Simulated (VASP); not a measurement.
A run of VASP 6.6.1 is set up as follows.

File POSCAR:

```
C
1.0
    1.2587270051      0.7267263753      3.5143613814
   -1.2587270051      0.7267263753      3.5143613814
    0.0000000000     -1.4534527505      3.5143613814
C
2
Direct
    0.1640000000      0.1640000000      0.1640000000
    0.8360000000      0.8360000000      0.8360000000
```

INCAR.step1

```
SYSTEM = C
PREC = Accurate
ENCUT = 520
ISMEAR = 0
SIGMA = 0.05
LREAL = .False.
LASPH = .True.
NELM = 60
NBANDS = 11
GGA = PE
ALGO = Normal
EDIFF = 1E-4
LWAVE = .True.
LCHARG = .False.
```

INCAR.step2

```
SYSTEM = C
PREC = Accurate
ENCUT = 520
EDIFF = 1E-6
ISMEAR = 0
SIGMA = 0.05
LREAL = .False.
LASPH = .True.
NELM = 60
ALGO = Normal
ISIF = 2
LWAVE = .False.
LCHARG = .False.
METAGGA = R2SCAN
LMIXTAU = .True.
NBANDS = 11
ISTART = 1
```

The input KPOINTS:

```
Automatic mesh
0
Gamma
  12 12 12
  0 0 0
```

Potentials or basis: VASP PAW PBE potentials, release 64 (C).

The run is started by

```sh
$ cat potpaw_PBE.64/C/POTCAR > POTCAR
$ cp INCAR.step1 INCAR
$ mpirun -np 1 vasp_std > vasp.out
$ cp INCAR.step2 INCAR
$ mpirun -np 1 vasp_std > vasp.out
```

(1) What does it give for the pressure?

(2) What does it give for the band gap on the k mesh?

(3) Estimate the largest force.

Results:

(1) -17.7 GPa.

(2) 0.62 eV, direct.

(3) 0.944 eV/Å.

Caveat: the cell differs from its parent crystal (strain +0.025 along x and y, +0.050 along z); the PAW data sets were made with another functional, which shifts forces and pressure a little.
